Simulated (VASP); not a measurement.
Write the native input for VASP 6.6.1 that does the following.

- Task: single point
- Functional: PBE
- Potentials or basis: VASP PAW PBE potentials, release 64 (Cd, Sn_d, S)
- Cutoff: 520 eV
- k mesh: 4 × 4 × 4
- Occupations: gaussian, width 0.2 eV
- Spin: no spin polarisation
- Dipole correction: no
- Further INCAR settings: ALGO = Normal; EDIFF = 1e-06; NBANDS = 47

The structure of Cd3SnS4 lies in POSCAR:

```
Cd3SnS4
1.0
    5.6034752187      0.0000000000      0.0000000000
    0.0000000000      5.6034752187      0.0000000000
   -2.8017376094     -2.8017376094      5.5380987914
Cd Sn S
3 1 4
Direct
    0.5000000000      0.5000000000      1.0000000000
    0.2500000000      0.7500000000      0.5000000000
    0.7500000000      0.2500000000      0.5000000000
    0.0000000000      0.0000000000      0.0000000000
    0.5000000000      0.0000000000      0.0000000000
    0.0000000000      0.5000000000      0.0000000000
    0.2583230414      0.2583230414      0.5166460828
    0.7416769586      0.7416769586      0.4833539172
```

The input as run:

INCAR

```
PREC     = Accurate       # precision mode
ENCUT    = 520            # plane-wave cutoff, eV
EDIFF    = 1E-6           # SCF threshold, eV
ISMEAR   = 0              # smearing method
SIGMA    = 0.2            # smearing width, eV
LREAL    = F              # projectors in reciprocal space
LASPH    = T              # aspherical terms in the spheres
NELM     = 80             # most SCF steps
ALGO     = Normal         # electronic algorithm
ISIF     = 2              # what is computed and relaxed
LWAVE    = F              # write WAVECAR
LCHARG   = T              # write CHGCAR
GGA      = PE             # functional
LELF     = T              # ELF
LVHAR    = T            
NBANDS   = 47             # bands
```

KPOINTS

```
Automatic mesh
0
Gamma
  4 4 4
```

Potentials or basis: VASP PAW PBE potentials, release 64 (Cd, Sn_d, S).

Command:

```console
$ cat potpaw_PBE.64/Cd/POTCAR potpaw_PBE.64/Sn_d/POTCAR potpaw_PBE.64/S/POTCAR > POTCAR
$ mpirun -np 1 vasp_std > vasp.out
```

Results of the run:

```json
{"Pressure": "0.4 GPa", "Largest force": "0.042 eV/Å", "Band gap on the k mesh": "zero (bands 37 and 38 overlap by 1.80 eV)"}
```

Caveat: spin-orbit coupling is left out, which moves the levels of the heavy elements.

It took 75 s on 1 thread of Intel(R) Xeon(R) Platinum 8488C (Sapphire Rapids) (shared host), peak memory 0.34 GiB.
